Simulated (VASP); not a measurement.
Here is a VASP 6.6.1 calculation.

Contents of INCAR:

```
SYSTEM = Sc
ALGO     = Normal         ! electronic algorithm
EDIFF    = 1E-6           ! SCF threshold, eV
ENCUT    = 520            ! plane-wave cutoff, eV
GGA      = PS             ! functional
ISIF     = 2              ! what is computed and relaxed
ISMEAR   = 0              ! smearing method
LASPH    = .TRUE.         ! aspherical terms in the spheres
LCHARG   = .FALSE.        ! write CHGCAR
LREAL    = .FALSE.        ! projectors in reciprocal space
LWAVE    = .FALSE.        ! write WAVECAR
NBANDS   = 12             ! bands
NELM     = 60             ! most SCF steps
PREC     = Accurate       ! precision mode
SIGMA    = 0.15           ! smearing width, eV
```

File KPOINTS:

```
k-points
0
G
  18 18 18
  0 0 0
```

The input POSCAR:

```
Sc
1.0
    0.0000000000      2.2023850000      2.3386150000
    2.2023850000      0.0000000000      2.3386150000
    2.2023850000      2.2023850000      0.0000000000
Sc
1
Direct
    0.0000000000      0.0000000000      0.0000000000
```

Potentials or basis: VASP PAW PBE potentials, release 64 (Sc_sv).

Command:

```console
$ cat potpaw_PBE.64/Sc_sv/POTCAR > POTCAR
$ mpirun -np 1 vasp_std > vasp.out
```

Problem. Estimate the pressure.

Solution. 2.3 GPa.

Problem. Predict the band gap on the k mesh.

Solution. Zero (an odd number of electrons rules out a gap without spin polarisation).

Stress tensor (GPa, compression positive):
```
2.95 0.00 0.00
0.00 2.95 0.00
0.00 0.00 0.92
```

Caveat: the cell differs from its parent crystal (strain -0.030 along x and y, +0.030 along z); the PAW data sets were made with another functional, which shifts forces and pressure a little.
